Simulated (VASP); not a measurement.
## Si2C3: single point with PBE

Crystal: Si2C3.

```
Si C
1.0
     2.70913    0.00000    0.00000
    -1.35457    2.34618    0.00000
     0.00000    0.00000   21.65931
Si C
4 6
Cartesian
  0.0000 1.5641 0.0000
  0.0000 1.5641 8.6637
  0.0000 1.5641 12.9956
  1.3546 0.7821 10.8297
  0.0000 1.5641 4.3319
  0.0000 1.5641 17.3274
  1.3546 0.7821 2.1659
  1.3546 0.7821 6.4978
  1.3546 0.7821 15.1615
  1.3546 0.7821 19.4934
```

```json
{
  "Program": "VASP 6.6.1",
  "Task": "single point",
  "Functional": "PBE",
  "Potentials or basis": "VASP PAW PBE potentials, release 64 (Si, C)",
  "Cutoff": "520 eV",
  "k mesh": "6 × 6 × 1",
  "Occupations": "gaussian, width 0.1 eV",
  "Spin": "collinear spin, ferromagnetic start",
  "Starting moments": "[0.0, 0.0, 0.0, 0.0, 1.0, 1.0, 1.0, 1.0, 1.0, 1.0] μB"
}
```

```yaml
Pressure: -18.1 GPa
Largest_force: 1.694 eV/Å
Band_gap_on_the_k_mesh: zero (filled and empty bands overlap)
Net_moment: 0.00 μB per cell
Valence_electrons_inside_the_program's_atomic_spheres: Si 1.46, 1.51, 1.57; C 1.92, 1.98
```

Forces in eV/Å, atoms in the order of the input:
```
Si   0.000  0.000  0.000
Si   0.000  0.000 -1.694
Si   0.000  0.000  1.694
Si   0.000  0.000  0.000
C    0.000  0.000 -0.099
C    0.000  0.000  0.099
C    0.000  0.000  0.105
C    0.000  0.000  0.206
C    0.000  0.000 -0.206
C    0.000  0.000 -0.105
```

Stress tensor (GPa, compression positive):
```
-16.85   0.00   0.00
  0.00 -16.85   0.00
  0.00   0.00 -20.64
```

Levels at points of the mesh, in eV from the Fermi level:
Spin up:
```tsv
k point	band 16	band 17	band 18	band 19	band 20	band 21	band 22	band 23	band 24	band 25
(0.00, 0.00, 0.00)	2.47	2.48	3.32	3.32	3.33	3.33	3.57	3.57	3.59	3.59
(0.50, 0.00, 0.00)	-3.14	-2.37	-2.01	-1.87	-1.04	-0.78	0.57	1.02	1.44	1.57
```
Spin down:
```
           k point  band 18  band 19  band 20  band 21  band 22  band 23
(0.00, 0.00, 0.00)     3.32     3.32     3.33     3.33     3.57     3.57
(0.50, 0.00, 0.00)    -2.01    -1.87    -1.04    -0.78     0.57     1.01
```

Wall time 2.6 min on 1 thread of Intel(R) Xeon(R) Platinum 8259CL CPU @ 2.50GHz (Skylake/Cascade Lake) (shared host), peak memory 0.31 GiB.

Caveat: the k points lie up to 0.45 Å⁻¹ apart; forces of over 1 eV/Å act on the atoms, so gaps and moduli don't describe the material at rest.
